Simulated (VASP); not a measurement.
# Mg in VASP: single point with BLYP

Aim: the single point of Mg with BLYP.

Everything below comes from runs of VASP 6.6.1. Logs are shortened: lines on timing, memory, paths and dates and some standing lists are left out, and cuts for length are marked.

## (1) The cell of the first run

The cell holds a single atom in a box, 1 atom: a = 14.000 Å, b = 14.400 Å, c = 14.800 Å, α = 90.00°, β = 90.00°, γ = 90.00°.

## (2) Single point, BLYP, collinear spin, zero start

The input, INCAR:

```
AGGAC = 1.0 ; AGGAX = 1.0
ALDAC = 0.0 ; ALDAX = 1.0
ALGO = Normal ; EDIFF = 1E-6
ENCUT = 520 ; GGA = B5
ISIF = 2 ; ISMEAR = -1
ISPIN = 2 ; ISYM = 0
LASPH = T ; LCHARG = F
LORBIT = 11 ; LREAL = F
LWAVE = F ; MAGMOM = 0.01
NBANDS = 11 ; NELM = 150
PREC = Accurate ; SIGMA = 0.01
```

The input, KPOINTS:

```
k-points
0
Gamma
  1 1 1
```

The input, POSCAR:

```
Mg
1.0
   14.0000000000      0.0000000000      0.0000000000
    0.0000000000     14.4000000000      0.0000000000
    0.0000000000      0.0000000000     14.8000000000
Mg
1
Direct
    0.5000000000      0.5000000000      0.5000000000
```

Potentials or basis: VASP PAW PBE potentials, release 64 (Mg).

Launch:

```bash
> cat potpaw_PBE.64/Mg/POTCAR > POTCAR
> mpirun -np 1 vasp_gam > vasp.out
```

OUTCAR:

```text
EDIFF = 1E-6
   ENCUT = 520
   GGA = B5
   ISIF = 2
   ISMEAR = -1
   ISPIN = 2
   ISYM = 0
   LASPH = T
   LORBIT = 11
   LREAL = F
   NELM = 150
   PREC = Accurate

 ion  position               nearest neighbor table
   1  0.500  0.500  0.500-

IMPORTANT INFORMATION: All symmetrisations will be switched off!
NOSYMM: (Re-)initialisation of all symmetry stuff for point group C_1.

----------------------------------------------------------------------------------------

                                     Primitive cell

  volume of cell :    2983.6800

  direct lattice vectors                    reciprocal lattice vectors
    14.000000000  0.000000000  0.000000000     0.071428571  0.000000000  0.000000000
     0.000000000 14.400000000  0.000000000     0.000000000  0.069444444  0.000000000
     0.000000000  0.000000000 14.800000000     0.000000000  0.000000000  0.067567568

  length of vectors
    14.000000000 14.400000000 14.800000000     0.071428571  0.069444444  0.067567568

  position of ions in fractional coordinates (direct lattice)
     0.500000000  0.500000000  0.500000000

  ion indices of the primitive-cell ions
   primitive index   ion index
                 1           1

----------------------------------------------------------------------------------------

 KPOINTS: k-points

Automatic generation of k-mesh.
 Grid dimensions read from file:
 generate k-points for:    1    1    1

 Generating k-lattice:

  Cartesian coordinates                     Fractional coordinates (reciprocal lattice)
     0.071428571  0.000000000  0.000000000     1.000000000  0.000000000  0.000000000
     0.000000000  0.069444444  0.000000000     0.000000000  1.000000000  0.000000000
     0.000000000  0.000000000  0.067567568     0.000000000  0.000000000  1.000000000

  Length of vectors
     0.071428571  0.069444444  0.067567568

  Shift w.r.t. Gamma in fractional coordinates (k-lattice)
     0.000000000  0.000000000  0.000000000

 Subroutine IBZKPT returns following result:
 ===========================================

 Found      1 irreducible k-points:

 Following reciprocal coordinates:
            Coordinates               Weight
  0.000000  0.000000  0.000000      1.000000
   k-points           NKPTS =      1   k-points in BZ     NKDIM =      1   number of bands    NBANDS=     11
   number of dos      NEDOS =    301   number of ions     NIONS =      1
   total plane-waves  NPLWV = ******
   dimension x,y,z NGX =   108 NGY =  108 NGZ =  112
   dimension x,y,z NGXF=   216 NGYF=  216 NGZF=  224
   ions per type =               1
   NGX,Y,Z   is equivalent  to a cutoff of  12.82, 12.47, 12.58 a.u.
   NGXF,Y,Z  is equivalent  to a cutoff of  25.65, 24.94, 25.16 a.u.
 SYSTEM =  unknown system
   PREC   = accura    normal or accurate (medium, high low for compatibility)
   ISTART =      0    job   : 0-new  1-cont  2-samecut
   ICHARG =      2    charge: 1-file 2-atom 10-const
   ISPIN  =      2    spin polarized calculation?
   LNONCOLLINEAR =      F non collinear calculations
   LSORBIT =      F    spin-orbit coupling
   LASPH  =      T    aspherical Exc in radial PAW
   ENCUT  =  520.0 eV  38.22 Ry    6.18 a.u.  26.03 26.77 27.52*2*pi/ulx,y,z
   NELM   =    150;   NELMIN=  2; NELMDL= -5     # of ELM steps
   EDIFF  = 0.1E-05   stopping-criterion for ELM
   LREAL  =      F    real-space projection
   EDIFFG = 0.1E-04   stopping-criterion for IOM
   NSW    =      0    number of steps for IOM
   IBRION =     -1    ionic relax: 0-MD 1-quasi-New 2-CG
   NFREE  =      0    steps in history (QN), initial steepest desc. (CG)
   ISIF   =      2    stress and relaxation
   ISYM   =      0    0-nonsym 1-usesym 2-fastsym
   POTIM  = 0.5000    time-step for ionic-motion
   TEBEG  =    0.0;   TEEND  =   0.0 temperature during run
   PSTRESS=    0.0 pullay stress
   NELECT =       2.0000    total number of electrons
   NUPDOWN=      -1.0000    fix difference up-down
   EMIN   =  10.00;   EMAX   =-10.00  energy-range for DOS
   EFERMI =   0.00;   METHOD = LEGACY
   ISMEAR =    -1;   SIGMA  =   0.01  broadening in eV -4-tet -1-fermi 0-gaus
   EFERMI_NEDOS =   21; number of points for ismear=-14 and -15
   IALGO  =     38    algorithm
   IMIX   =      4    mixing-type and parameters
     AMIX     =   0.40;   BMIX     =  1.00
     AMIX_MAG =   1.60;   BMIX_MAG =  1.00
  volume/ion in A,a.u.               =    2983.68     20134.87
  Fermi-wavevector in a.u.,A,eV,Ry     =   0.143274  0.270749  0.279293  0.020527
  Thomas-Fermi vector in A             =   0.807119
   LORBIT       =     11    0 simple, 1 ext, 2 COOP (PROOUT), +10 PAW based schemes
   GGA     = B5    functional components
   LHFCALC =     F    Hartree Fock is set to
   AEXX    =    0.0000 exact exchange contribution
   IVDW    =     0    specifies the selected vdW correction
   LEPSILON=     F    determine dielectric tensor
   LRPA    =     F    only Hartree local field effects (RPA)
 spin polarized calculation
  energy-cutoff  :      520.00
  volume of cell :     2983.68
 maximum number of plane-waves:     40220
 NGX is ok and might be reduce to   108
   NGX = 53   NGY = 53   NGZ = 55

 number of electron       2.0000000 magnetization      -0.0000059

 number of electron       2.0000000 magnetization       0.0000045

 Free energy of the ion-electron system (eV)
  ---------------------------------------------------
  ext. energy  EPLUGINS =         0.00000000
  ---------------------------------------------------
  free energy    TOTEN  =        -0.01387461 eV

  energy without entropy =       -0.01387461  energy(sigma->0) =       -0.01387461

 E-fermi :  -4.2618     XC(G=0):  -0.3329

 val. band max:       -4.5030771252   @ k =   0.0000   0.0000   0.0000
 cond. band min:      -1.1082012374   @ k =   0.0000   0.0000   0.0000
 fundamental gap:      3.3948758878
 Fermi energy:        -4.2617844042

 spin component 1

 k-point     1 :       0.0000    0.0000    0.0000
  band No.  band energies     occupation
      1      -4.5031      1.00000
      2      -1.1076      0.00000
      3      -1.1071      0.00000
      4      -1.1053      0.00000
      5      -0.0733      0.00000
      6       0.5793      0.00000
      7       0.6095      0.00000
      8       0.7185      0.00000
      9       0.7415      0.00000
     10       0.7791      0.00000
     11       0.8204      0.00000
 Fermi energy:        -4.2617844042

 spin component 2

 k-point     1 :       0.0000    0.0000    0.0000
  band No.  band energies     occupation
      1      -4.5031      1.00000
      2      -1.1082      0.00000
      3      -1.1075      0.00000
      4      -1.1056      0.00000
      5      -0.0741      0.00000
      6       0.5784      0.00000
      7       0.6087      0.00000
      8       0.7185      0.00000
      9       0.7406      0.00000
     10       0.7786      0.00000
     11       0.8199      0.00000

------------------------ aborting loop because EDIFF is reached ----------------------------------------

  FORCE on cell =-STRESS in cart. coord.  units (eV):
  Direction    XX          YY          ZZ          XY          YZ          ZX
  --------------------------------------------------------------------------------------
  -------------------------------------------------------------------------------------
  Total       -0.0007999     -0.0012137     -0.0009548      0.0000427      0.0000114      0.0001401
  in kB       -0.0004295     -0.0006517     -0.0005127      0.0000229      0.0000061      0.0000752
  external PRESSURE =      -0.0005313 kB  Pullay stress =       0.0000000 kB

 VOLUME and BASIS-vectors are now :
 -----------------------------------------------------------------------------
  energy-cutoff  :      520.00
  volume of cell :     2983.68
      direct lattice vectors                 reciprocal lattice vectors
    14.000000000  0.000000000  0.000000000     0.071428571  0.000000000  0.000000000
     0.000000000 14.400000000  0.000000000     0.000000000  0.069444444  0.000000000
     0.000000000  0.000000000 14.800000000     0.000000000  0.000000000  0.067567568

 POSITION                                       TOTAL-FORCE (eV/Angst)
 -----------------------------------------------------------------------------------
      7.00000      7.20000      7.40000        -0.000012     -0.000001      0.000002
 -----------------------------------------------------------------------------------
    total drift:                               -0.000012     -0.000001      0.000002

  FREE ENERGIE OF THE ION-ELECTRON SYSTEM (eV)
  ---------------------------------------------------
  free  energy   TOTEN  =        -0.0138746050 eV

  energy  without entropy=       -0.0138746050  energy(sigma->0) =       -0.01387461

 total charge

# of ion       s       p       d       tot
------------------------------------------
    1        0.371   0.000   0.000   0.371

 magnetization (x)

# of ion       s       p       d       tot
------------------------------------------
    1        0.000  -0.000  -0.000   0.000
```

Run time: 21 min. Hardware: 1 thread of AMD EPYC 7R43 (Zen 3), shared host; peak memory 2.7 GiB.

Results:

| Quantity | Value |
| --- | --- |
| Free energy | -0.0139 eV |
| Pressure | 0.0 GPa |
| Band gap on the k mesh | 3.39 eV |
| Net moment | 0.00 μB per cell |
| Valence electrons inside the program's atomic spheres | Mg 0.37 |

Levels at points of the mesh, in eV from the valence-band top:
Spin up:
```csv
k point,band 1,band 2,band 3,band 4,band 5,band 6
"(0.00, 0.00, 0.00)",0.00,3.40,3.40,3.40,4.43,5.08
```
Spin down:
```tsv
k point	band 1	band 2	band 3	band 4	band 5
(0.00, 0.00, 0.00)	0.00	3.39	3.40	3.40	4.43
```

Caveat: the PAW data sets were made with another functional, which shifts forces and pressure a little.
